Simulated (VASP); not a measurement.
# EuO (Fm-3m) in VASP: single point with PBE+U

Aim: the single point of EuO with PBE+U.

Program: VASP 6.6.1. These are calculated values, not measurements. Logs are shortened: lines on timing, memory, paths and dates and some standing lists are left out, and cuts for length are marked.

**1. The cell of the first run**

Symmetry: Fm-3m, No. 225, cubic system. Conventional cell: a = 5.144 Å, b = 5.144 Å, c = 5.144 Å, α = 90.00°, β = 90.00°, γ = 90.00°. Eu (site symmetry m-3m) has 6 O at 2.57 Å within 3.4 Å. O (site symmetry m-3m) has 6 Eu at 2.57 Å within 3.4 Å.

**2. Single point, PBE+U, collinear spin, ferromagnetic start**

INCAR reads:

```
ALGO = Normal
EDIFF = 1E-6
ENCUT = 600
GGA = PE
GGA_COMPAT = F
ISIF = 2
ISMEAR = 0
ISPIN = 2
LASPH = T
LCHARG = F
LDAU = T
LDAUJ = 0 0
LDAUL = 3 -1
LDAUPRINT = 1
LDAUTYPE = 2
LDAUU = 6 0
LMAXMIX = 6
LORBIT = 11
LREAL = F
LWAVE = F
MAGMOM = 7.43 0
NBANDS = 22
NELM = 200
PREC = Accurate
SIGMA = 0.05
```

KPOINTS reads:

```
k-points
0
Gamma
  10 10 10
```

POSCAR reads:

```
EuO
1.0
    0.0000000000      2.5719519658      2.5719519658
    2.5719519658      0.0000000000      2.5719519658
    2.5719519658      2.5719519658      0.0000000000
Eu O
1 1
Direct
    0.5000000000      0.5000000000      0.5000000000
    0.0000000000      0.0000000000      0.0000000000
```

Potentials or basis: VASP PAW PBE potentials, release 64 (Eu, O).

Command:

```sh
$ cat potpaw_PBE.64/Eu/POTCAR potpaw_PBE.64/O/POTCAR > POTCAR
$ mpirun -np 1 vasp_std > vasp.out
```

OUTCAR:

```text
EDIFF = 1E-6
   ENCUT = 600
   GGA = PE
   ISIF = 2
   ISMEAR = 0
   ISPIN = 2
   LASPH = T
   LORBIT = 11
   LREAL = F
   NELM = 200
   PREC = Accurate

 ion  position               nearest neighbor table
   1  0.500  0.500  0.500-   2 2.57   2 2.57   2 2.57   2 2.57   2 2.57   2 2.57
   2  0.000  0.000  0.000-   1 2.57   1 2.57   1 2.57   1 2.57   1 2.57   1 2.57

  LATTYP: Found a face centered cubic cell.
 ALAT       =     5.1439039316

  Lattice vectors:

 A1 = (   0.0000000000,   2.5719519658,   2.5719519658)
 A2 = (   2.5719519658,   0.0000000000,   2.5719519658)
 A3 = (   2.5719519658,   2.5719519658,   0.0000000000)

Analysis of symmetry for initial positions (statically):
=====================================================================
 Subroutine PRICEL returns:
 Original cell was already a primitive cell.

 Routine SETGRP: Setting up the symmetry group for a
 face centered cubic supercell.

 Subroutine GETGRP returns: Found 48 space group operations
 (whereof 48 operations were pure point group operations)
 out of a pool of 48 trial point group operations.

The static configuration has the point symmetry O_h .

Analysis of symmetry for dynamics (positions and initial velocities):
=====================================================================
 Subroutine PRICEL returns:
 Original cell was already a primitive cell.

 Routine SETGRP: Setting up the symmetry group for a
 face centered cubic supercell.

 Subroutine GETGRP returns: Found 48 space group operations
 (whereof 48 operations were pure point group operations)
 out of a pool of 48 trial point group operations.

The dynamic configuration has the point symmetry O_h .

[... 188 lines left out ...]
  o =  0.9630  v =  0.0000 -1.0000  0.0000  0.0000 -0.0000 -0.0000  0.0000  0.0000  0.0000  0.0000  0.0000  0.0000  0.0000  0.0000      0.0000  0.0000  0.0000  0.0000  0.0000  0.0000  0.0000  0.0000  0.0000  0.0000  0.0000  0.0000  0.0000  0.0000
  o =  0.9729  v =  0.0340  0.0000  0.0263 -0.0189 -0.6117  0.0000  0.7897  0.0000  0.0000  0.0000  0.0000  0.0000  0.0000  0.0000      0.0000  0.0000  0.0000  0.0000  0.0000  0.0000  0.0000  0.0000  0.0000  0.0000  0.0000  0.0000  0.0000  0.0000
  o =  0.9729  v =  0.7898  0.0000  0.6118  0.0010  0.0263  0.0000 -0.0340  0.0000  0.0000  0.0000  0.0000  0.0000  0.0000  0.0000      0.0000  0.0000  0.0000  0.0000  0.0000  0.0000  0.0000  0.0000  0.0000  0.0000  0.0000  0.0000  0.0000  0.0000
  o =  0.9729  v =  0.0002 -0.0000  0.0001 -0.9998  0.0116 -0.0000 -0.0150  0.0000  0.0000  0.0000  0.0000  0.0000  0.0000  0.0000      0.0000  0.0000  0.0000  0.0000  0.0000  0.0000  0.0000  0.0000  0.0000  0.0000  0.0000  0.0000  0.0000  0.0000
  o =  0.9751  v = -0.1305  0.0000  0.1685  0.0000 -0.7724  0.0100 -0.5983  0.0000  0.0000  0.0000  0.0000  0.0000  0.0000  0.0000      0.0000  0.0000  0.0000  0.0000  0.0000  0.0000  0.0000  0.0000  0.0000  0.0000  0.0000  0.0000  0.0000  0.0000
  o =  0.9751  v =  0.5983 -0.0000 -0.7724  0.0000 -0.1685  0.0023 -0.1305  0.0000  0.0000  0.0000  0.0000  0.0000  0.0000  0.0000      0.0000  0.0000  0.0000  0.0000  0.0000  0.0000  0.0000  0.0000  0.0000  0.0000  0.0000  0.0000  0.0000  0.0000
  o =  0.9751  v =  0.0001  0.0000 -0.0001  0.0000 -0.0081 -0.9999 -0.0063  0.0000  0.0000  0.0000  0.0000  0.0000  0.0000  0.0000      0.0000  0.0000  0.0000  0.0000  0.0000  0.0000  0.0000  0.0000  0.0000  0.0000  0.0000  0.0000  0.0000  0.0000

 number of electron      23.0000000 magnetization       6.9999995

 Free energy of the ion-electron system (eV)
  ---------------------------------------------------
  ext. energy  EPLUGINS =         0.00000000
  ---------------------------------------------------
  free energy    TOTEN  =       -21.13318663 eV

  energy without entropy =      -21.13305575  energy(sigma->0) =      -21.13312119

 E-fermi :   3.6567     XC(G=0): -10.7570

 val. band max:        3.6314173518   @ k =   0.5000   0.5000   0.0000
 cond. band min:       3.6585755887   @ k =   0.0000   0.0000   0.0000
 fundamental gap:      0.0271582368
 Fermi energy:         3.6567052011

 spin component 1

 k-point     1 :       0.0000    0.0000    0.0000
  band No.  band energies     occupation
      1     -36.0201      1.00000
      2     -14.5911      1.00000
      3     -14.5911      1.00000
      4     -14.5911      1.00000
      5     -13.9722      1.00000
      6       0.6535      1.00000
[... 1193 lines left out ...]
     21      14.2080      0.00000
     22      17.8478      0.00000

 [... further k-points ...]

------------------------ aborting loop because EDIFF is reached ----------------------------------------

  FORCE on cell =-STRESS in cart. coord.  units (eV):
  Direction    XX          YY          ZZ          XY          YZ          ZX
  --------------------------------------------------------------------------------------
  -------------------------------------------------------------------------------------
  Total        0.2593364      0.2593364      0.2593364      0.0000000      0.0000000     -0.0000000
  in kB       12.2111194     12.2111194     12.2111194      0.0000000      0.0000000     -0.0000000
  external PRESSURE =      12.2111194 kB  Pullay stress =       0.0000000 kB

 VOLUME and BASIS-vectors are now :
 -----------------------------------------------------------------------------
  energy-cutoff  :      600.00
  volume of cell :       34.03
      direct lattice vectors                 reciprocal lattice vectors
     0.000000000  2.571951966  2.571951966    -0.194404875  0.194404875  0.194404875
     2.571951966  0.000000000  2.571951966     0.194404875 -0.194404875  0.194404875
     2.571951966  2.571951966  0.000000000     0.194404875  0.194404875 -0.194404875

 POSITION                                       TOTAL-FORCE (eV/Angst)
 -----------------------------------------------------------------------------------
      2.57195      2.57195      2.57195        -0.000000     -0.000000     -0.000000
      0.00000      0.00000      0.00000         0.000000      0.000000      0.000000
 -----------------------------------------------------------------------------------
    total drift:                                0.000000     -0.000000      0.000000

  FREE ENERGIE OF THE ION-ELECTRON SYSTEM (eV)
  ---------------------------------------------------
  free  energy   TOTEN  =       -21.1331866267 eV

  energy  without entropy=      -21.1330557469  energy(sigma->0) =      -21.13312119

 total charge

# of ion       s       p       d       f       tot
--------------------------------------------------
    1        2.033   5.802   0.303   6.816  14.954
    2        1.551   3.408   0.000   0.000   4.959
--------------------------------------------------
tot          3.584   9.210   0.303   6.816  19.913

 magnetization (x)

# of ion       s       p       d       f       tot
--------------------------------------------------
    1       -0.014  -0.113   0.071   6.782   6.726
    2       -0.005  -0.089   0.000   0.000  -0.094
--------------------------------------------------
tot         -0.019  -0.202   0.071   6.782   6.632
```

Run time: 90 s. Hardware: 1 thread of AMD EPYC 9R14 (Zen 4), shared host; peak memory 0.22 GiB.

What came out:

```
Free energy                                           : -21.1332 eV
Pressure                                              : 1.2 GPa
Band gap on the k mesh                                : zero (filled and empty bands overlap)
Net moment                                            : 7.00 μB per cell
Site moments                                          : Eu +6.73; O -0.09 μB
Valence electrons inside the program's atomic spheres : Eu 14.95; O 4.96
```

Levels at points of the mesh, in eV from the Fermi level:
Spin up:
```
           k point  band 13  band 14  band 15  band 16  band 17  band 18
(0.00, 0.00, 0.00)     0.00     0.00     0.00     0.90     2.93     2.93
(0.50, 0.00, 0.00)    -0.53    -0.49    -0.49     3.51     5.68     5.68
(0.50, 0.50, 0.00)    -0.50    -0.17    -0.17    -0.03     4.68     7.07
```
Spin down:
```csv
k point,band 4,band 5,band 6,band 7,band 8,band 9,band 10,band 11,band 12,band 13
"(0.00, 0.00, 0.00)",-15.93,-15.93,-2.61,-2.61,-2.61,1.70,3.90,3.90,3.90,6.27
"(0.50, 0.00, 0.00)",-16.02,-14.96,-4.70,-3.76,-3.76,4.15,6.39,6.72,6.72,9.11
"(0.50, 0.50, 0.00)",-16.38,-16.38,-2.68,-2.57,-2.57,0.84,5.56,7.85,8.31,9.40
```

Eigenvalues of the final occupation matrices:
| site | spin | trace | eigenvalues |
| --- | --- | --- | --- |
| site 1 f | 1 | 6.81 | 0.96 0.97 0.97 0.97 0.98 0.98 0.98 |
| site 1 f | 2 | 0.02 | 0.00 0.00 0.00 0.00 0.00 0.00 0.00 |

Caveat: spin-orbit coupling is left out, which moves the levels of the heavy elements; a cell with one magnetic atom can't hold antiferromagnetic order, which such compounds often take. The state reached can hang on the start; a lower one may exist.
